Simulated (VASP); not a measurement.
Here is a VASP 6.6.1 calculation.

Contents of INCAR:

```
ALGO = Normal
EDIFF = 1E-6
ENCUT = 520
GGA = PS
ISIF = 2
ISMEAR = -1
LASPH = T
LCHARG = F
LREAL = Auto
LWAVE = F
NBANDS = 38
NELM = 100
PREC = Accurate
SIGMA = 0.05
```

File KPOINTS:

```
Automatic mesh
0
Gamma
  4 4 4
  0.5 0.5 0.5
```

Contents of POSCAR:

```
Al
1.0
   -4.0479600000     -4.0479600000      4.0479600000
    4.0479600000     -4.0479600000     -4.0479600000
    4.0479600000      4.0479600000      4.0479600000
Al
16
Direct
    0.2500000000      0.7500000000      0.0000000000
    0.0000000000      0.7500000000      0.2500000000
    0.5000000000      0.5000000000      0.0000000000
    0.2500000000      0.5000000000      0.2500000000
    0.0000000000      0.5000000000      0.5000000000
    0.7500000000      0.7500000000      0.5000000000
    0.5000000000      0.7500000000      0.7500000000
    0.0000000000      0.0000000000      0.0000000000
    0.7500000000      0.2500000000      0.0000000000
    0.5000000000      0.2500000000      0.2500000000
    0.2500000000      0.2500000000      0.5000000000
    0.0000000000      0.2500000000      0.7500000000
    0.7500000000      0.5000000000      0.7500000000
    0.7500000000      0.0000000000      0.2500000000
    0.5000000000      0.0000000000      0.5000000000
    0.2500000000      0.0000000000      0.7500000000
```

Potentials or basis: VASP PAW PBE potentials, release 64 (Al).

Command:

```bash
$ cat potpaw_PBE.64/Al/POTCAR > POTCAR
$ mpirun -np 1 vasp_std > vasp.out
```

(1) What does it give for the pressure?

(2) What does it give for the band gap on the k mesh?

## Answers

(1) -1.8 GPa.

(2) zero (bands 24 and 25 overlap by 1.26 eV).

Caveat: the PAW data sets were made with another functional, which shifts forces and pressure a little.
